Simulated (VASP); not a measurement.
A run of VASP 6.6.1:

File INCAR:

```
SYSTEM = LaAs
PREC = Accurate ; ENCUT = 520
EDIFF = 1E-8 ; ISMEAR = -1
SIGMA = 0.05 ; LREAL = .False.
LASPH = .True. ; NELM = 100
ALGO = Normal ; ISIF = 2
LWAVE = .False. ; LCHARG = .False.
GGA = PS ; LEFG = .True.
NBANDS = 15
```

Contents of KPOINTS:

```
regular mesh
0
Gamma
  12 12 12
  0 0 0
```

The input POSCAR:

```
LaAs
1.0
    0.0000000000      3.0827820480      3.0827820480
    3.0827820480      0.0000000000      3.0827820480
    3.0827820480      3.0827820480      0.0000000000
La As
1 1
Direct
    0.0000000000      0.0000000000      0.0000000000
    0.5000000000      0.5000000000      0.5000000000
```

Potentials or basis: VASP PAW PBE potentials, release 64 (La, As).

Command:

```sh
$ cat potpaw_PBE.64/La/POTCAR potpaw_PBE.64/As/POTCAR > POTCAR
$ mpirun -np 1 vasp_std > vasp.out
```

Hardware: 1 thread of AMD EPYC 9R45 (Zen 5), on a shared host.

Question: How long does it take, and how much memory?

Answer: It took 77 s on 1 thread of AMD EPYC 9R45 (Zen 5), on a shared host, peak memory 0.2 GiB. Counts: scf iterations 18, k points 72.
